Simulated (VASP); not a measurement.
# HfSc2N2 (I4/mmm) in VASP: further runs, part 2 of 2

VASP 6.6.1. The steps go on from the part before.

## Step 3: Single point, PBE, collinear spin, ferromagnetic start

This run uses another cell than the first one, of 15.83 Å³/atom, 0.846 times its volume.

File INCAR:

```
ALGO = Normal
EDIFF = 1E-6
ENCUT = 520
GGA = PE
ISIF = 2
ISMEAR = 0
ISPIN = 2
LASPH = True
LCHARG = False
LMAXMIX = 4
LORBIT = 11
LREAL = False
LWAVE = False
MAGMOM = 0 1 1 0 0
NBANDS = 33
NELM = 150
PREC = Accurate
SIGMA = 0.1
```

File KPOINTS:

```
k-points
0
Gamma
  4 4 4
```

File POSCAR:

```
HfSc2N2
1.0
   -2.6658057777      2.6658057777      2.7837977076
    2.6658057777     -2.6658057777      2.7837977076
    2.6658057777      2.6658057777     -2.7837977076
Hf Sc N
1 2 2
Direct
    0.5000000000      0.5000000000      0.0000000000
    0.2500000000      0.7500000000      0.5000000000
    0.7500000000      0.2500000000      0.5000000000
    0.1235700206      0.1235700206      0.0000000000
    0.8764299794      0.8764299794      0.0000000000
```

Potentials or basis: VASP PAW PBE potentials, release 64 (Hf_pv, Sc_sv, N).

Launch:

```console
cat potpaw_PBE.64/Hf_pv/POTCAR potpaw_PBE.64/Sc_sv/POTCAR potpaw_PBE.64/N/POTCAR > POTCAR
mpirun -np 1 vasp_std > vasp.out
```

OUTCAR:

```text
EDIFF = 1E-6
   ENCUT = 520
   GGA = PE
   ISIF = 2
   ISMEAR = 0
   ISPIN = 2
   LASPH = True
   LORBIT = 11
   LREAL = False
   NELM = 150
   PREC = Accurate

 ion  position               nearest neighbor table
   1  0.500  0.500  0.000-   4 2.10   5 2.10   2 3.01   3 3.01   2 3.01   3 3.01   2 3.01   3 3.01
                             2 3.01   3 3.01
   2  0.250  0.750  0.500-   3 2.78   3 2.78   1 3.01   1 3.01   1 3.01   1 3.01
   3  0.750  0.250  0.500-   2 2.78   2 2.78   1 3.01   1 3.01   1 3.01   1 3.01
   4  0.124  0.124  0.000-   5 1.38   1 2.10
   5  0.876  0.876  0.000-   4 1.38   1 2.10

  LATTYP: Found a body centered tetragonal cell.
[... 1157 lines left out ...]
     2.665805778  2.665805778 -2.783797708     0.187560551  0.187560551  0.000000000

 POSITION                                       TOTAL-FORCE (eV/Angst)
 -----------------------------------------------------------------------------------
      0.00000      0.00000      2.78380         0.000000      0.000000      0.000000
      2.66581      0.00000      1.39190         0.000000      0.000000      0.000000
      0.00000      2.66581      1.39190         0.000000      0.000000      0.000000
      0.00000      0.00000      0.68799         0.000000      0.000000      0.129620
      0.00000      0.00000      4.87961        -0.000000     -0.000000     -0.129620
 -----------------------------------------------------------------------------------
    total drift:                               -0.000000      0.000000     -0.000000

  FREE ENERGIE OF THE ION-ELECTRON SYSTEM (eV)
  ---------------------------------------------------
  free  energy   TOTEN  =       -38.6369458345 eV

  energy  without entropy=      -38.6170677285  energy(sigma->0) =      -38.62700678

 total charge

# of ion       s       p       d       tot
------------------------------------------
    1        0.417   6.395   1.832   8.643
    2        2.258   6.095   1.174   9.527
    3        2.258   6.095   1.174   9.527
    4        1.256   2.411   0.000   3.667
    5        1.256   2.411   0.000   3.667
--------------------------------------------------
tot          7.446  23.407   4.179  35.032

 magnetization (x)

# of ion       s       p       d       tot
------------------------------------------
    1        0.000   0.000   0.000   0.000
    2        0.000   0.000   0.000   0.000
    3        0.000   0.000   0.000   0.000
    4        0.000  -0.000   0.000  -0.000
    5        0.000  -0.000   0.000  -0.000
--------------------------------------------------
tot          0.000   0.000   0.000   0.000
```

It took 69 s on 1 thread of Intel Xeon Platinum 8259CL at 2.50GHz (Skylake/Cascade Lake), shared host; peak memory 0.27 GiB.

Results:

```
Free energy                                           : -38.6369 eV
Pressure                                              : -0.3 GPa
Largest force                                         : 0.130 eV/Å
Band gap on the k mesh                                : zero (filled and empty bands overlap)
Net moment                                            : 0.00 μB per cell
Valence electrons inside the program's atomic spheres : Hf 8.64; Sc 9.53; N 3.67
```

Forces in eV/Å, atoms in the order of the input:
```
Hf   0.000  0.000  0.000
Sc   0.000  0.000  0.000
Sc   0.000  0.000  0.000
N    0.000  0.000  0.130
N    0.000  0.000 -0.130
```

Levels at points of the mesh, in eV from the Fermi level:
Spin up:
| k point | band 19 | band 20 | band 21 | band 22 | band 23 | band 24 |
| --- | --- | --- | --- | --- | --- | --- |
| (0.00, 0.00, 0.00) | -2.40 | -1.84 | -0.15 | -0.07 | -0.07 | 0.35 |
| (0.50, 0.00, 0.00) | -1.17 | -0.52 | 0.28 | 0.36 | 0.67 | 0.85 |
| (0.50, 0.50, 0.00) | -2.19 | -0.97 | -0.73 | -0.35 | 0.96 | 1.65 |
| (0.50, 0.50, 0.50) | -1.33 | -1.30 | 0.48 | 0.48 | 0.98 | 1.42 |
Spin down:
| k point | band 17 | band 18 | band 19 | band 20 | band 21 | band 22 | band 23 | band 24 | band 25 | band 26 |
| --- | --- | --- | --- | --- | --- | --- | --- | --- | --- | --- |
| (0.00, 0.00, 0.00) | -3.68 | -2.40 | -2.40 | -1.84 | -0.15 | -0.07 | -0.07 | 0.36 | 2.46 | 2.99 |
| (0.50, 0.00, 0.00) | -1.87 | -1.83 | -1.17 | -0.52 | 0.28 | 0.36 | 0.67 | 0.85 | 1.12 | 1.57 |
| (0.50, 0.50, 0.00) | -3.40 | -2.29 | -2.19 | -0.96 | -0.73 | -0.35 | 0.96 | 1.65 | 2.75 | 3.22 |
| (0.50, 0.50, 0.50) | -2.03 | -1.33 | -1.33 | -1.30 | 0.48 | 0.48 | 0.98 | 1.42 | 1.80 | 1.92 |

Caveat: the k points lie up to 0.42 Å⁻¹ apart; spin-orbit coupling is left out, which moves the levels of the heavy elements.
